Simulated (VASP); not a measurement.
A run of VASP 6.6.1 is set up as follows.

Contents of POSCAR:

```
AlGa3N4
1.0
    0.0000000000     -4.4653444451      0.0000000000
    0.0000000000      0.0000000000     -4.4653444451
    8.9306888901     -0.7443729190     -0.7443729190
Al Ga N
2 6 8
Direct
   -0.1356687950     -0.1356687950      0.8138500000
   -0.0523187950     -0.0523187950      0.3138500000
    0.4893562050     -0.0106437950      0.0638500000
    0.4060062050     -0.0939937950      0.5638500000
   -0.0106437950      0.4893562050      0.0638500000
   -0.0939937950      0.4060062050      0.5638500000
    0.3643312050      0.3643312050      0.8138500000
    0.4476812050      0.4476812050      0.3138500000
    0.2127216395      0.7234237497      0.1915255275
    0.1293716395      0.6400737497      0.6915255275
    0.7234237497      0.2127216395      0.1915255275
    0.6400737497      0.1293716395      0.6915255275
    0.0885886603      0.0885886603      0.9361744725
    0.1719386603      0.1719386603      0.4361744725
    0.5992907705      0.5992907705      0.9361744725
    0.6826407705      0.6826407705      0.4361744725
```

The input INCAR.step1:

```
  ALGO = Normal
  EDIFF = 1E-4
  ENCUT = 520
  GGA = PE
  ISMEAR = 0
  LASPH = True
  LCHARG = False
  LREAL = Auto
  LWAVE = True
  NBANDS = 76
  NELM = 80
  PREC = Accurate
  SIGMA = 0.05
```

Contents of INCAR.step2:

```
  ALGO = Normal
  EDIFF = 1E-7
  ENCUT = 520
  ISIF = 2
  ISMEAR = 0
  ISTART = 1
  LASPH = True
  LCHARG = False
  LMIXTAU = True
  LREAL = Auto
  LWAVE = False
  METAGGA = R2SCAN
  NBANDS = 76
  NELM = 80
  PREC = Accurate
  SIGMA = 0.05
```

File KPOINTS:

```
k-points
0
Gamma
  5 5 3
```

Potentials or basis: VASP PAW PBE potentials, release 64 (Al, Ga_d, N).

The run is started by

```bash
$ cat potpaw_PBE.64/Al/POTCAR potpaw_PBE.64/Ga_d/POTCAR potpaw_PBE.64/N/POTCAR > POTCAR
$ cp INCAR.step1 INCAR
$ mpirun -np 1 vasp_std > vasp.out
$ cp INCAR.step2 INCAR
$ mpirun -np 1 vasp_std > vasp.out
```

**Question.** Estimate the band gap on the k mesh.

**Answer.** 1.26 eV (least direct gap 1.39 eV).

**Question.** Predict the pressure.

**Answer.** -1.1 GPa.

**Question.** What does it give for the largest force?

**Answer.** 3.439 eV/Å.

Forces on the atoms (eV/Å):
```
Al  -0.744 -0.057 -0.057
Al   0.347  0.115  0.115
Ga  -0.593  1.556  1.774
Ga   0.193  0.041  0.018
Ga  -0.593  1.774  1.556
Ga   0.193  0.018  0.041
Ga  -0.937  0.035  0.035
Ga   0.286  0.091  0.091
N    0.749  0.563  0.463
N   -0.240 -0.142 -0.220
N    0.749  0.463  0.563
N   -0.240 -0.220 -0.142
N    0.604 -1.904 -1.904
N   -0.232  0.085  0.085
N    0.657 -2.387 -2.387
N   -0.198 -0.029 -0.029
```

Caveat: the cell differs from its parent crystal (the part above a cut slid along it); the stress differs along the axes, from -5 to 6 GPa; the PAW data sets were made with another functional, which shifts forces and pressure a little. A k mesh can miss the band edges.
